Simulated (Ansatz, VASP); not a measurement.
**Two plane-wave programs on YSe2**

```xyz
3
Lattice="2.1700 1.2529 5.2092 -2.1700 1.2529 5.2092 0.0000 -2.5058 5.2092" Properties=species:S:1:pos:R:3 pbc="T T T"
Y     0.0000    0.0000    0.0000
Se    0.0000    0.0000    3.8223
Se    0.0000    0.0000   11.8054
```

Alike in both runs: task single point; functional PBEsol; k mesh 10 × 10 × 10; occupations gaussian, width 0.05 eV; no spin polarisation.

|  | VASP | Ansatz |
| --- | --- | --- |
| version | VASP 6.6.1 | Ansatz 0.2.0 |
| potentials or method | VASP PAW PBE potentials, release 64 (Y_sv, Se), cutoff 520 eV | scalar-relativistic, plane waves, PAW |
| valence electrons in the cell | 23 | 43 |

Ansatz gave:

| Item | Value |
| --- | --- |
| gap on the k mesh at the Fermi level (eV) | none |
| pressure (GPa) | -2.5 |
| rms of the force components (eV/Å) | 0.036 |

Which values does VASP return?

gap on the k mesh at the Fermi level (eV): none; pressure (GPa): -2.5; rms of the force components (eV/Å): 0.034.

VASP's potentials were made for PBE, not for PBEsol. Atom by atom the forces differ by 0.002 eV/Å (rms over components). A gap of «none» marks a metal or a gap that the smearing closes. With one functional, cell and mesh, what is left measures potentials, basis and numerics. VASP's potentials hold 23 valence electrons a cell and Ansatz's 43, so a difference there can come from the potentials and not from the codes.
